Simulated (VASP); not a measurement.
A run of VASP 6.6.1 is set up as follows.

INCAR

```
SYSTEM = TePb
PREC = Accurate ; ENCUT = 520
EDIFF = 1E-6 ; ISMEAR = 0
SIGMA = 0.02 ; LREAL = .False.
LASPH = .True. ; NELM = 100
ALGO = Fast ; ISIF = 2
LWAVE = .False. ; LCHARG = .False.
GGA = PE ; NBANDS = 28
```

File KPOINTS:

```
Automatic mesh
0
Gamma
  6 6 4
  0 0 0
```

Contents of POSCAR:

```
TePb
1.0
    3.1862607640      3.1862607640      0.0000000000
   -3.3401565448      3.3401565448      0.0000000000
    0.0000000000      0.0000000000      6.5831407213
Te Pb
2 2
Direct
    0.0000000000      0.0000000000      0.0000000000
    0.5000000000      0.5000000000      0.5000000000
    0.5000000000      0.5000000000      0.0000000000
    0.0000000000      0.0000000000      0.5000000000
```

Potentials or basis: VASP PAW PBE potentials, release 64 (Te, Pb_d).

Command:

```sh
$ cat potpaw_PBE.64/Te/POTCAR potpaw_PBE.64/Pb_d/POTCAR > POTCAR
$ mpirun -np 1 vasp_std > vasp.out
```

(1) What does it give for the band gap on the k mesh?

(2) Predict the pressure.

Answers

(1) 0.57 eV.

(2) 0.5 GPa.

Caveat: spin-orbit coupling is left out, which moves the levels of the heavy elements.
